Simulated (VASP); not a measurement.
Input of a VASP 6.6.1 run:

The input INCAR:

```
PREC = Accurate ; ENCUT = 600
EDIFF = 1E-7 ; ISMEAR = 0
SIGMA = 0.1 ; LREAL = False
LASPH = True ; NELM = 80
ALGO = Normal ; ISIF = 3
LWAVE = False ; LCHARG = False
GGA = PE ; IBRION = 2
NSW = 100 ; EDIFFG = -0.01
```

Contents of KPOINTS:

```
regular mesh
0
Gamma
  6 6 16
```

File POSCAR:

```
GaP4
1.0
    5.8702636604      0.0000000000      0.0000000000
    0.0000000000      5.8702636604      0.0000000000
    0.0000000000      0.0000000000      2.4217931251
Ga P
1 4
Direct
    0.0000000000      0.0000000000      0.0000000000
    0.7954363727      0.5000000000      0.0000000000
    0.2045636273      0.5000000000      0.0000000000
    0.5000000000      0.7954363727      0.0000000000
    0.5000000000      0.2045636273      0.0000000000
```

Potentials or basis: VASP PAW PBE potentials, release 64 (Ga_d, P).

Command:

```bash
$ cat potpaw_PBE.64/Ga_d/POTCAR potpaw_PBE.64/P/POTCAR > POTCAR
$ mpirun -np 1 vasp_std > vasp.out
```

(1) Estimate the relaxed volume.

(2) Estimate the relaxed cell.

(3) Estimate the space group after relaxing (to 0.05 Å).

Answers

(1) 16.49 Å³/atom.

(2) a = 5.772 Å, b = 5.772 Å, c = 2.474 Å, α = 90.00°, β = 90.00°, γ = 90.00°.

(3) P4/mmm (No. 123).
